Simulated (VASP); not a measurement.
# Ba (Fm-3m) in VASP: single point with PBE

Aim: the single point of Ba with PBE.

All numbers are computed with VASP 6.6.1; they aren't measurements. Logs are shortened: lines on timing, memory, paths and dates and some standing lists are left out, and cuts for length are marked.

## 1. The cell of the first run

It takes space group Fm-3m (No. 225, cubic). The conventional cell has a = 6.171 Å, b = 6.171 Å, c = 6.171 Å, α = 90.00°, β = 90.00°, γ = 90.00°. Within 5.7 Å of Ba (site symmetry m-3m) lie 12 Ba at 4.36 Å.

This isn't the form of Ba at room conditions, which is bcc.

## 2. Single point, PBE (58.74 Å³/atom)

File INCAR:

```
SYSTEM = Ba
ALGO = Fast
EDIFF = 1E-6
ENCUT = 520
GGA = PE
ISIF = 2
ISMEAR = 0
LASPH = .True.
LCHARG = .True.
LELF = .True.
LREAL = .False.
LVHAR = .True.
LWAVE = .False.
NBANDS = 11
NELM = 80
PREC = Accurate
SIGMA = 0.15
```

File KPOINTS:

```
k-points
0
Gamma
  14 14 14
  0 0 0
```

File POSCAR:

```
Ba
1.0
    0.0000000000      3.0853803467      3.0853803467
    3.0853803467      0.0000000000      3.0853803467
    3.0853803467      3.0853803467      0.0000000000
Ba
1
Direct
    0.0000000000      0.0000000000      0.0000000000
```

Potentials or basis: VASP PAW PBE potentials, release 64 (Ba_sv).

Command:

```bash
$ cat potpaw_PBE.64/Ba_sv/POTCAR > POTCAR
$ mpirun -np 1 vasp_std > vasp.out
```

OUTCAR:

```text
SYSTEM = Ba
   EDIFF = 1E-6
   ENCUT = 520
   GGA = PE
   ISIF = 2
   ISMEAR = 0
   LASPH = .True.
   LREAL = .False.
   NELM = 80
   PREC = Accurate

 ion  position               nearest neighbor table
   1  0.000  0.000  0.000-

  LATTYP: Found a face centered cubic cell.
 ALAT       =     6.1707606934

  Lattice vectors:

 A1 = (   0.0000000000,   3.0853803467,   3.0853803467)
 A2 = (   3.0853803467,   0.0000000000,   3.0853803467)
 A3 = (   3.0853803467,   3.0853803467,   0.0000000000)

Analysis of symmetry for initial positions (statically):
=====================================================================
 Subroutine PRICEL returns:
 Original cell was already a primitive cell.

 Routine SETGRP: Setting up the symmetry group for a
 face centered cubic supercell.

 Subroutine GETGRP returns: Found 48 space group operations
 (whereof 48 operations were pure point group operations)
 out of a pool of 48 trial point group operations.

The static configuration has the point symmetry O_h .

Analysis of symmetry for dynamics (positions and initial velocities):
=====================================================================
 Subroutine PRICEL returns:
 Original cell was already a primitive cell.

 Routine SETGRP: Setting up the symmetry group for a
 face centered cubic supercell.

 Subroutine GETGRP returns: Found 48 space group operations
 (whereof 48 operations were pure point group operations)
 out of a pool of 48 trial point group operations.

The dynamic configuration has the point symmetry O_h .

 Subroutine INISYM returns: Found 48 space group operations
 (whereof 48 operations are pure point group operations),
 and found     1 'primitive' translations

----------------------------------------------------------------------------------------

                                     Primitive cell

  volume of cell :      58.7430

  direct lattice vectors                    reciprocal lattice vectors
     0.000000000  3.085380347  3.085380347    -0.162054575  0.162054575  0.162054575
     3.085380347  0.000000000  3.085380347     0.162054575 -0.162054575  0.162054575
     3.085380347  3.085380347  0.000000000     0.162054575  0.162054575 -0.162054575

  length of vectors
     4.363386731  4.363386731  4.363386731     0.280686757  0.280686757  0.280686757

  position of ions in fractional coordinates (direct lattice)
     0.000000000  0.000000000  0.000000000

  ion indices of the primitive-cell ions
   primitive index   ion index
[... 73 lines left out ...]
   EDIFF  = 0.1E-05   stopping-criterion for ELM
   LREAL  =      F    real-space projection
   EDIFFG = 0.1E-04   stopping-criterion for IOM
   NSW    =      0    number of steps for IOM
   IBRION =     -1    ionic relax: 0-MD 1-quasi-New 2-CG
   NFREE  =      0    steps in history (QN), initial steepest desc. (CG)
   ISIF   =      2    stress and relaxation
   ISYM   =      2    0-nonsym 1-usesym 2-fastsym
   POTIM  = 0.5000    time-step for ionic-motion
   TEBEG  =    0.0;   TEEND  =   0.0 temperature during run
   PSTRESS=    0.0 pullay stress
   NELECT =      10.0000    total number of electrons
   NUPDOWN=      -1.0000    fix difference up-down
   EMIN   =  10.00;   EMAX   =-10.00  energy-range for DOS
   EFERMI =   0.00;   METHOD = LEGACY
   ISMEAR =     0;   SIGMA  =   0.15  broadening in eV -4-tet -1-fermi 0-gaus
   EFERMI_NEDOS =   21; number of points for ismear=-14 and -15
   IALGO  =     68    algorithm
   IMIX   =      4    mixing-type and parameters
     AMIX     =   0.40;   BMIX     =  1.00
     AMIX_MAG =   1.60;   BMIX_MAG =  1.00
  volume/ion in A,a.u.               =      58.74       396.42
  Fermi-wavevector in a.u.,A,eV,Ry     =   0.907311  1.714569 11.200494  0.823213
  Thomas-Fermi vector in A             =   2.031103
   LORBIT       =      0    0 simple, 1 ext, 2 COOP (PROOUT), +10 PAW based schemes
   GGA     = PE    functional components
   LHFCALC =     F    Hartree Fock is set to
   AEXX    =    0.0000 exact exchange contribution
   IVDW    =     0    specifies the selected vdW correction
   LEPSILON=     F    determine dielectric tensor
   LRPA    =     F    only Hartree local field effects (RPA)
 non-spin polarized calculation
 RMM-DIIS sequential band-by-band and
 Gauss-broadening in eV      SIGMA  =   0.15
  energy-cutoff  :      520.00
  volume of cell :       58.74
 maximum number of plane-waves:      1600
   NGX = 17   NGY = 17   NGZ = 17

 number of electron      10.0000000 magnetization

 Free energy of the ion-electron system (eV)
  ---------------------------------------------------
  ext. energy  EPLUGINS =         0.00000000
  ---------------------------------------------------
  free energy    TOTEN  =        -1.88561185 eV

  energy without entropy =       -1.86744136  energy(sigma->0) =       -1.87652660

 E-fermi :   1.9216     XC(G=0):  -7.6340

 val. band max:        1.9108925671   @ k =  -0.4286   0.4286   0.0714
 cond. band min:       1.9278223665   @ k =  -0.3571   0.2857   0.0000
 fundamental gap:      0.0169297994
 Fermi energy:         1.9215541573

 k-point     1 :       0.0000    0.0000    0.0000
  band No.  band energies     occupation
      1     -26.8608      2.00000
      2     -11.7713      2.00000
      3     -11.7713      2.00000
      4     -11.7713      2.00000
      5      -0.8965      2.00000
      6       3.7649      0.00000
      7       3.7649      0.00000
      8       3.7649      0.00000
      9       5.4625      0.00000
     10       5.4625      0.00000
     11       8.0808      0.00000
[... 309 lines left out ...]
 k-point    24 :       0.2857    0.1429    0.0000
  band No.  band energies     occupation
      1     -26.8284      2.00000
      2     -12.0669      2.00000
      3     -11.8493      2.00000
      4     -11.8437      2.00000
      5       0.3359      2.00000
      6       2.7099      0.00000
      7       3.7141      0.00000
      8       4.2770      0.00000
      9       4.9116      0.00000
     10       5.9650      0.00000
     11       9.2024      0.00000

 [... further k-points ...]
[... 5 lines left out ...]
  --------------------------------------------------------------------------------------
  -------------------------------------------------------------------------------------
  Total        0.3167654      0.3167654      0.3167654      0.0000000      0.0000000      0.0000000
  in kB        8.6395712      8.6395712      8.6395712      0.0000000      0.0000000      0.0000000
  external PRESSURE =       8.6395712 kB  Pullay stress =       0.0000000 kB

 VOLUME and BASIS-vectors are now :
 -----------------------------------------------------------------------------
  energy-cutoff  :      520.00
  volume of cell :       58.74
      direct lattice vectors                 reciprocal lattice vectors
     0.000000000  3.085380347  3.085380347    -0.162054575  0.162054575  0.162054575
     3.085380347  0.000000000  3.085380347     0.162054575 -0.162054575  0.162054575
     3.085380347  3.085380347  0.000000000     0.162054575  0.162054575 -0.162054575

 POSITION                                       TOTAL-FORCE (eV/Angst)
 -----------------------------------------------------------------------------------
      0.00000      0.00000      0.00000        -0.000000     -0.000000      0.000000
 -----------------------------------------------------------------------------------
    total drift:                                0.000000      0.000000     -0.000000

  FREE ENERGIE OF THE ION-ELECTRON SYSTEM (eV)
  ---------------------------------------------------
  free  energy   TOTEN  =        -1.8856118525 eV

  energy  without entropy=       -1.8674413552  energy(sigma->0) =       -1.87652660
```

Run time: 34 s. Hardware: 1 thread of Intel Xeon Platinum 8259CL at 2.50GHz (Skylake/Cascade Lake), shared host; peak memory 0.22 GiB.

What came out:

```
Free energy            : -1.8856 eV
Pressure               : 0.9 GPa
Band gap on the k mesh : zero (bands 5 and 6 overlap by 0.39 eV)
```

Levels at points of the mesh, in eV from the Fermi level:
| k point | band 1 | band 2 | band 3 | band 4 | band 5 | band 6 | band 7 | band 8 | band 9 | band 10 |
| --- | --- | --- | --- | --- | --- | --- | --- | --- | --- | --- |
| (0.00, 0.00, 0.00) | -28.78 | -13.69 | -13.69 | -13.69 | -2.82 | 1.84 | 1.84 | 1.84 | 3.54 | 3.54 |
| (0.50, 0.00, 0.00) | -28.73 | -14.27 | -13.77 | -13.77 | -0.99 | 1.27 | 1.68 | 1.68 | 4.84 | 4.84 |
| (0.50, 0.50, 0.00) | -28.71 | -14.23 | -13.90 | -13.90 | -0.91 | -0.24 | 2.36 | 4.87 | 5.25 | 5.25 |

Caveat: spin-orbit coupling is left out, which moves the levels of the heavy elements.
